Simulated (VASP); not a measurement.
# Ge2H in VASP: a series of runs

Ge2H is run at these levels: PBE+D3(BJ); tasks: single point.

Program: VASP 6.6.1. These are calculated values, not measurements. Logs are shortened: lines on timing, memory, paths and dates and some standing lists are left out, and cuts for length are marked.

### 1 The cell of the first run

The cell holds a slab with vacuum, 3 atoms: a = 4.023 Å, b = 4.023 Å, c = 17.684 Å, α = 90.00°, β = 90.00°, γ = 120.00°.

### 2 Single point, PBE+D3(BJ), collinear spin

Contents of INCAR:

```
SYSTEM = Ge2H
PREC = Accurate
ENCUT = 520
EDIFF = 1E-7
ISMEAR = 0
SIGMA = 0.1
LREAL = .FALSE.
LASPH = .TRUE.
NELM = 150
ALGO = Normal
ISIF = 2
LWAVE = .FALSE.
LCHARG = .FALSE.
ISPIN = 2
MAGMOM = 0 0 1
LORBIT = 11
LDIPOL = .TRUE.
IDIPOL = 3
DIPOL = 0.5 0.5 0.256
GGA = PE
IVDW = 12
NBANDS = 26
```

Contents of KPOINTS:

```
Automatic mesh
0
G
  9 9 1
  0 0 0
```

Contents of POSCAR:

```
Ge2H
1.0
    4.0226895460      0.0000000000      0.0000000000
   -2.0113447730      3.4837513384      0.0000000000
    0.0000000000      0.0000000000     17.6842610184
Ge H
2 1
Direct
    0.3333333333      0.6666666667      0.2648830513
    0.6666666667      0.3333333333      0.2261898304
    1.0000000000      0.0000000000      0.2756270682
```

Potentials or basis: VASP PAW PBE potentials, release 64 (Ge_d, H).

Launch:

```sh
cat potpaw_PBE.64/Ge_d/POTCAR potpaw_PBE.64/H/POTCAR > POTCAR
mpirun -np 1 vasp_std > vasp.out
```

OUTCAR:

```text
SYSTEM = Ge2H
   PREC = Accurate
   ENCUT = 520
   EDIFF = 1E-7
   ISMEAR = 0
   LREAL = .FALSE.
   LASPH = .TRUE.
   NELM = 150
   ISIF = 2
   ISPIN = 2
   LORBIT = 11
   GGA = PE
   IVDW = 12
 IVDW          = 12

 ion  position               nearest neighbor table
   1  0.333  0.667  0.265-   2 2.42   2 2.42   2 2.42
   2  0.667  0.333  0.226-   1 2.42   1 2.42   1 2.42
   3  0.000  0.000  0.276-

  LATTYP: Found a hexagonal cell.
 ALAT       =     4.0226895460
 C/A-ratio  =     4.3961287134

  Lattice vectors:

 A1 = (   4.0226895460,   0.0000000000,   0.0000000000)
 A2 = (  -2.0113447730,   3.4837513384,   0.0000000000)
 A3 = (   0.0000000000,   0.0000000000,  17.6842610184)

Analysis of symmetry for initial positions (statically):
=====================================================================
 Subroutine PRICEL returns:
 Original cell was already a primitive cell.

 Routine SETGRP: Setting up the symmetry group for a
 hexagonal supercell.

 Subroutine GETGRP returns: Found  6 space group operations
 (whereof  6 operations were pure point group operations)
 out of a pool of 24 trial point group operations.

The static configuration has the point symmetry C_3v.

Analysis of symmetry for dynamics (positions and initial velocities):
=====================================================================
 Subroutine PRICEL returns:
 Original cell was already a primitive cell.

 Routine SETGRP: Setting up the symmetry group for a
 hexagonal supercell.

 Subroutine GETGRP returns: Found  6 space group operations
 (whereof  6 operations were pure point group operations)
 out of a pool of 24 trial point group operations.

The dynamic configuration has the point symmetry C_3v.

Analysis of structural, dynamic, and magnetic symmetry:
=====================================================================
 Subroutine PRICEL returns:
 Original cell was already a primitive cell.

 Routine SETGRP: Setting up the symmetry group for a
 hexagonal supercell.

 Subroutine GETGRP returns: Found  6 space group operations
 (whereof  6 operations were pure point group operations)
 out of a pool of 24 trial point group operations.

The overall configuration has the point symmetry C_3v.

 Subroutine INISYM returns: Found  6 space group operations
 (whereof  6 operations are pure point group operations),
 and found     1 'primitive' translations

----------------------------------------------------------------------------------------

                                     Primitive cell

  volume of cell :     247.8281

  direct lattice vectors                    reciprocal lattice vectors
     4.022689546  0.000000000  0.000000000     0.248589902  0.143523447  0.000000000
    -2.011344773  3.483751338  0.000000000     0.000000000  0.287046894  0.000000000
     0.000000000  0.000000000 17.684261018     0.000000000  0.000000000  0.056547458

  length of vectors
     4.022689546  4.022689546 17.684261018     0.287046894  0.287046894  0.056547458

  position of ions in fractional coordinates (direct lattice)
     0.333333333  0.666666667  0.264883051
     0.666666667  0.333333333  0.226189830
     0.000000000  0.000000000  0.275627068

  ion indices of the primitive-cell ions
   primitive index   ion index
                 1           1
                 2           2
                 3           3

----------------------------------------------------------------------------------------

 KPOINTS: Automatic mesh

Automatic generation of k-mesh.
 Grid dimensions read from file:
 generate k-points for:    9    9    1

 Generating k-lattice:

  Cartesian coordinates                     Fractional coordinates (reciprocal lattice)
     0.027621100  0.015947050  0.000000000     0.111111111  0.000000000  0.000000000
     0.000000000  0.031894099  0.000000000     0.000000000  0.111111111  0.000000000
     0.000000000  0.000000000  0.056547458     0.000000000  0.000000000  1.000000000

  Length of vectors
     0.031894099  0.031894099  0.056547458

  Shift w.r.t. Gamma in fractional coordinates (k-lattice)
     0.000000000  0.000000000  0.000000000

 Subroutine IBZKPT returns following result:
 ===========================================

 Found     12 irreducible k-points:

 Following reciprocal coordinates:
            Coordinates               Weight
  0.000000  0.000000  0.000000      1.000000
  0.111111  0.000000  0.000000      6.000000
  0.222222  0.000000  0.000000      6.000000
  0.333333  0.000000  0.000000      6.000000
  0.444444  0.000000  0.000000      6.000000
  0.111111  0.111111  0.000000      6.000000
  0.222222  0.111111  0.000000     12.000000
  0.333333  0.111111  0.000000     12.000000
  0.444444  0.111111  0.000000      6.000000
  0.222222  0.222222  0.000000      6.000000
  0.333333  0.222222  0.000000     12.000000
  0.333333  0.333333  0.000000      2.000000
   k-points           NKPTS =     12   k-points in BZ     NKDIM =     12   number of bands    NBANDS=     26
   number of dos      NEDOS =    301   number of ions     NIONS =      3
   total plane-waves  NPLWV = 126000
   dimension x,y,z NGX =    30 NGY =   30 NGZ =  140
   dimension x,y,z NGXF=    60 NGYF=   60 NGZF=  280
   ions per type =               2   1
   NGX,Y,Z   is equivalent  to a cutoff of  12.40, 12.40, 13.16 a.u.
   NGXF,Y,Z  is equivalent  to a cutoff of  24.80, 24.80, 26.32 a.u.
 SYSTEM =  Ge2H
   PREC   = accura    normal or accurate (medium, high low for compatibility)
   ISTART =      0    job   : 0-new  1-cont  2-samecut
   ICHARG =      2    charge: 1-file 2-atom 10-const
   ISPIN  =      2    spin polarized calculation?
   LNONCOLLINEAR =      F non collinear calculations
   LSORBIT =      F    spin-orbit coupling
   LASPH  =      T    aspherical Exc in radial PAW
   ENCUT  =  520.0 eV  38.22 Ry    6.18 a.u.   7.48  7.48 32.88*2*pi/ulx,y,z
   NELM   =    150;   NELMIN=  2; NELMDL= -5     # of ELM steps
   EDIFF  = 0.1E-06   stopping-criterion for ELM
   LREAL  =      F    real-space projection
   EDIFFG = 0.1E-05   stopping-criterion for IOM
   NSW    =      0    number of steps for IOM
   IBRION =     -1    ionic relax: 0-MD 1-quasi-New 2-CG
   NFREE  =      0    steps in history (QN), initial steepest desc. (CG)
   ISIF   =      2    stress and relaxation
   ISYM   =      2    0-nonsym 1-usesym 2-fastsym
   POTIM  = 0.5000    time-step for ionic-motion
   TEBEG  =    0.0;   TEEND  =   0.0 temperature during run
   PSTRESS=    0.0 pullay stress
   NELECT =      29.0000    total number of electrons
   NUPDOWN=      -1.0000    fix difference up-down
   EMIN   =  10.00;   EMAX   =-10.00  energy-range for DOS
   EFERMI =   0.00;   METHOD = LEGACY
   ISMEAR =     0;   SIGMA  =   0.10  broadening in eV -4-tet -1-fermi 0-gaus
   EFERMI_NEDOS =   21; number of points for ismear=-14 and -15
   IALGO  =     38    algorithm
   IMIX   =      4    mixing-type and parameters
     AMIX     =   0.40;   BMIX     =  1.00
     AMIX_MAG =   1.60;   BMIX_MAG =  1.00
  volume/ion in A,a.u.               =      82.61       557.48
  Fermi-wavevector in a.u.,A,eV,Ry     =   0.800738  1.513176  8.723810  0.641182
  Thomas-Fermi vector in A             =   1.908092
   LORBIT       =     11    0 simple, 1 ext, 2 COOP (PROOUT), +10 PAW based schemes
   GGA     = PE    functional components
   LHFCALC =     F    Hartree Fock is set to
   AEXX    =    0.0000 exact exchange contribution
   IVDW    =    12    specifies the selected vdW correction
   LEPSILON=     F    determine dielectric tensor
   LRPA    =     F    only Hartree local field effects (RPA)
 spin polarized calculation
 Gauss-broadening in eV      SIGMA  =   0.10
  energy-cutoff  :      520.00
  volume of cell :      247.83
 maximum number of plane-waves:      6709
 NGX is ok and might be reduce to    30
   NGX = 15   NGY = 15   NGZ = 65

 number of electron      29.0000013 magnetization       0.0522697

 dipolmoment           0.000000      0.000000      0.016372 electrons x Angstroem

 Free energy of the ion-electron system (eV)
  ---------------------------------------------------
  ext. energy  EPLUGINS =         0.00000000
  ---------------------------------------------------
  free energy    TOTEN  =        -9.69094951 eV

  energy without entropy =       -9.68125207  energy(sigma->0) =       -9.68610079

 E-fermi :  -2.7693     XC(G=0):  -2.6822

 val. band max:       -2.7847602686   @ k =   0.1111   0.0000   0.0000
 cond. band min:      -2.7217606496   @ k =   0.0000   0.0000   0.0000
 fundamental gap:      0.0629996189
 Fermi energy:        -2.7693484939

 spin component 1

 k-point     1 :       0.0000    0.0000    0.0000
  band No.  band energies     occupation
      1     -27.4363      1.00000
      2     -27.4363      1.00000
      3     -27.3889      1.00000
      4     -27.3792      1.00000
      5     -27.3792      1.00000
      6     -27.2047      1.00000
[... 18 lines left out ...]
     25       6.4592      0.00000
     26       7.0909      0.00000
[... 295 lines left out ...]
      3     -27.4232      1.00000
      4     -27.3572      1.00000
      5     -27.3304      1.00000
      6     -27.1859      1.00000
[... 18 lines left out ...]
     25       5.8927      0.00000
     26       6.0084      0.00000
 Fermi energy:        -2.7693484939

 spin component 2

 k-point     1 :       0.0000    0.0000    0.0000
  band No.  band energies     occupation
      1     -27.4348      1.00000
      2     -27.4348      1.00000
      3     -27.3879      1.00000
      4     -27.3777      1.00000
      5     -27.3777      1.00000
      6     -27.2012      1.00000
[... 18 lines left out ...]
     25       6.4855      0.00000
     26       7.1344      0.00000
[... 296 lines left out ...]
      4     -27.3561      1.00000
      5     -27.3291      1.00000
      6     -27.1831      1.00000
[... 18 lines left out ...]
     25       5.9096      0.00000
     26       6.0391      0.00000

------------------------ aborting loop because EDIFF is reached ----------------------------------------

 vacuum level on the upper side and lower side of the slab       (xc-potential included)         0.102        -0.103

 Edisp (eV)   -0.41699

 E8    (eV) :    -0.1828

  FORCE on cell =-STRESS in cart. coord.  units (eV):
  Direction    XX          YY          ZZ          XY          YZ          ZX
  --------------------------------------------------------------------------------------
  -------------------------------------------------------------------------------------
  Total       0.95117     0.95117     0.26117     0.00000     0.00000     0.00000
  in kB       6.14921     6.14921     1.68845     0.00000     0.00000     0.00000
  external pressure =        4.66 kB  Pullay stress =        0.00 kB

 VOLUME and BASIS-vectors are now :
 -----------------------------------------------------------------------------
  energy-cutoff  :      520.00
  volume of cell :      247.83
      direct lattice vectors                 reciprocal lattice vectors
     4.022689546  0.000000000  0.000000000     0.248589902  0.143523447  0.000000000
    -2.011344773  3.483751338  0.000000000     0.000000000  0.287046894  0.000000000
     0.000000000  0.000000000 17.684261018     0.000000000  0.000000000  0.056547458

 POSITION                                       TOTAL-FORCE (eV/Angst)
 -----------------------------------------------------------------------------------
     -0.00000      2.32250      4.68426         0.000000     -0.000000      0.404202
      2.01134      1.16125      4.00000        -0.000000      0.000000     -0.416926
      0.00000      0.00000      4.87426        -0.000000      0.000000      0.012725
 -----------------------------------------------------------------------------------
    total drift:                               -0.000000     -0.000000      0.001463

  FREE ENERGIE OF THE ION-ELECTRON SYSTEM (eV)
  ---------------------------------------------------
  free  energy   TOTEN  =       -10.1079401052 eV

  energy  without entropy=      -10.0982426656  energy(sigma->0) =      -10.10309139

 vacuum level on the upper side and lower side of the slab         1.848         1.644

 total charge

# of ion       s       p       d       tot
------------------------------------------
    1        1.205   1.094  10.031  12.329
    2        1.230   1.049  10.027  12.306
    3        0.421   0.009   0.000   0.429
--------------------------------------------------
tot          2.855   2.151  20.058  25.065

 magnetization (x)

# of ion       s       p       d       tot
------------------------------------------
    1        0.005   0.004   0.001   0.010
    2        0.001   0.003   0.001   0.005
    3        0.013   0.000   0.000   0.013
--------------------------------------------------
tot          0.020   0.007   0.002   0.028
```

It took 3 min on 1 thread of Intel Xeon 6975P-C (Granite Rapids), shared host; peak memory 0.48 GiB.

Results:

```yaml
Free_energy: -10.1079 eV
Largest_force: 0.417 eV/Å
Net_moment: 0.05 μB per cell
Valence_electrons_inside_the_program's_atomic_spheres: Ge 12.33, 12.31; H 0.43
Dispersion_energy_per_atom: -0.139 eV
```

Forces on the atoms (eV/Å):
```
Ge   0.000  0.000  0.404
Ge   0.000  0.000 -0.417
H    0.000  0.000  0.013
```

Levels at points of the mesh, in eV from the Fermi level:
Spin up:
| k point | band 12 | band 13 | band 14 | band 15 | band 16 | band 17 | band 18 | band 19 |
| --- | --- | --- | --- | --- | --- | --- | --- | --- |
| (0.00, 0.00, 0.00) | -3.99 | -0.65 | -0.65 | -0.02 | 0.86 | 2.23 | 3.26 | 3.26 |
Spin down:
| k point | band 13 | band 14 | band 15 | band 16 | band 17 | band 18 |
| --- | --- | --- | --- | --- | --- | --- |
| (0.00, 0.00, 0.00) | -0.64 | -0.64 | 0.05 | 0.91 | 2.24 | 3.27 |

(Continued in part 2 of 2.)
